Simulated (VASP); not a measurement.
AlGa7As8:

```
CELL_PARAMETERS angstrom
11.32338 0.00000 0.00000
0.00000 11.32338 0.00000
0.00000 0.00000 11.32338
ATOMIC_POSITIONS crystal
Ga 0.00360 0.99759 0.99761
Ga 0.00203 0.99907 0.50203
Ga 0.00021 0.49945 0.00011
Ga 0.99799 0.49710 0.49935
Ga 0.49977 0.00394 0.00116
Ga 0.49978 0.00024 0.49362
Ga 0.49611 0.50021 0.00085
Ga 0.49914 0.49788 0.50343
Ga 0.25236 0.25212 0.00131
Ga 0.24971 0.24773 0.50190
Ga 0.24810 0.75212 0.50363
Ga 0.75055 0.24918 0.00096
Ga 0.74917 0.24928 0.49789
Ga 0.74910 0.75027 0.00216
Ga 0.25105 0.99980 0.24819
Ga 0.24968 0.99909 0.75217
Ga 0.25044 0.49845 0.25169
Ga 0.24711 0.50047 0.75231
Ga 0.74766 0.99796 0.74953
Ga 0.75070 0.49729 0.24976
Ga 0.75099 0.50219 0.75180
Ga 0.99623 0.25064 0.24959
Ga 0.00218 0.24545 0.75099
Ga 0.00179 0.75117 0.24960
Ga 0.50293 0.24924 0.25085
Ga 0.50224 0.25087 0.75037
Ga 0.50190 0.75221 0.25013
Ga 0.50099 0.74791 0.74831
As 0.12464 0.12223 0.12631
As 0.12291 0.12648 0.62348
As 0.12661 0.62364 0.12296
As 0.12623 0.62355 0.62578
As 0.62457 0.12369 0.12543
As 0.62201 0.12620 0.62519
As 0.62457 0.62503 0.12628
As 0.62401 0.62227 0.62264
As 0.37329 0.37433 0.12367
As 0.37342 0.37628 0.62722
As 0.37437 0.87496 0.12297
As 0.37725 0.87559 0.62656
As 0.87435 0.37249 0.12502
As 0.87505 0.37611 0.62295
As 0.87030 0.87607 0.12769
As 0.87688 0.87546 0.62270
As 0.37450 0.12643 0.37629
As 0.37405 0.12505 0.87466
As 0.37585 0.62453 0.37476
As 0.37106 0.62296 0.87417
As 0.87524 0.12690 0.37420
As 0.87526 0.12340 0.87489
As 0.87605 0.62551 0.37719
As 0.87565 0.62301 0.87674
As 0.12798 0.37380 0.37581
As 0.12693 0.37196 0.87583
As 0.12214 0.87692 0.37879
As 0.12589 0.87824 0.87686
As 0.61961 0.37702 0.37391
As 0.62387 0.37263 0.87451
As 0.62647 0.87592 0.37509
As 0.62497 0.87485 0.87213
Al 0.25196 0.74699 0.00127
Al 0.74758 0.75042 0.50279
Al 0.74981 0.00230 0.24704
Al 0.99856 0.75024 0.75191
```

- Program: VASP 6.6.1
- Task: relaxation of volume and atoms at fixed shape
- Functional: PBEsol
- Potentials or basis: VASP PAW PBE potentials, release 64 (Ga_d, As, Al)
- Cutoff: 500 eV
- k mesh: 1 × 1 × 1, shifted
- Occupations: fermi-dirac, width 0.05 eV
- Spin: no spin polarisation

At the start: pressure 0.2 GPa; volume 22.69 Å³/atom.

Task: Where does the relaxation end?

Result: Over 10 steps the energy falls by 7.2 meV/atom and the volume is 22.73 Å³/atom (+0.2 %); space group P1 (No. 1, to 0.1 Å) before and after.

The path:
```
step  energy change (eV)  largest force (eV/Å)  pressure (GPa)  volume (Å³)
   1              0.0000                0.9027            0.25      1451.87
   2             -0.4002                0.2228           -0.19      1459.24
   3             -0.4163                0.1870           -0.28      1461.06
   4             -0.4398                0.0874            0.11      1452.70
   5             -0.4403                0.0825            0.19      1451.12
   6             -0.4502                0.0562            0.04      1454.26
   7             -0.4514                0.0608           -0.02      1455.69
   8             -0.4549                0.0457           -0.03      1455.65
   9             -0.4563                0.0520           -0.02      1455.60
  10             -0.4583                0.0276            0.03      1454.61
```

Final structure:
```
Ga As Al
1.0
    11.33049    0.00000    0.00000
     0.00000   11.33049    0.00000
     0.00000    0.00000   11.33049
Ga As Al
28 32 4
Direct
  0.00012 0.99953 0.99983
  0.99997 0.00037 0.50021
  0.99962 0.49925 0.00126
  0.99993 0.49898 0.50000
  0.49985 0.00013 0.99963
  0.49951 0.00018 0.49939
  0.49989 0.49969 0.00016
  0.49870 0.49995 0.50066
  0.24991 0.24951 0.00088
  0.24982 0.24938 0.50064
  0.24959 0.75022 0.50102
  0.75018 0.24968 0.99960
  0.74932 0.25058 0.50032
  0.74940 0.74974 0.00054
  0.25007 0.99940 0.25017
  0.25056 0.99988 0.75033
  0.25016 0.50010 0.25146
  0.24873 0.49918 0.75049
  0.74906 0.99967 0.74952
  0.75010 0.49986 0.25022
  0.75035 0.49956 0.75095
  0.00023 0.25009 0.25030
  0.99936 0.24891 0.75021
  0.00055 0.74951 0.25040
  0.50003 0.25025 0.24995
  0.50022 0.25027 0.75026
  0.49988 0.75042 0.25049
  0.50010 0.74912 0.74976
  0.12450 0.12422 0.12536
  0.12502 0.12431 0.62539
  0.12515 0.62419 0.12601
  0.12439 0.62453 0.62521
  0.62474 0.12531 0.12426
  0.62429 0.12499 0.62479
  0.62444 0.62477 0.12552
  0.62511 0.62381 0.62551
  0.37448 0.37530 0.12557
  0.37422 0.37458 0.62561
  0.37521 0.87464 0.12486
  0.37538 0.87494 0.62510
  0.87441 0.37421 0.12529
  0.87468 0.37455 0.62543
  0.87552 0.87422 0.12503
  0.87441 0.87502 0.62483
  0.37437 0.12504 0.37465
  0.37502 0.12529 0.87499
  0.37471 0.62580 0.37562
  0.37492 0.62419 0.87474
  0.87469 0.12556 0.37526
  0.87427 0.12375 0.87484
  0.87555 0.62451 0.37516
  0.87473 0.62459 0.87638
  0.12525 0.37436 0.37548
  0.12398 0.37383 0.87569
  0.12491 0.87481 0.37551
  0.12553 0.87461 0.87514
  0.62428 0.37563 0.37540
  0.62524 0.37472 0.87538
  0.62524 0.87532 0.37507
  0.62458 0.87442 0.87483
  0.25004 0.74921 0.00041
  0.74960 0.74939 0.50006
  0.75000 0.00035 0.24948
  0.99932 0.75003 0.75049
```

Caveat: the PAW data sets were made with another functional, which shifts forces and pressure a little.
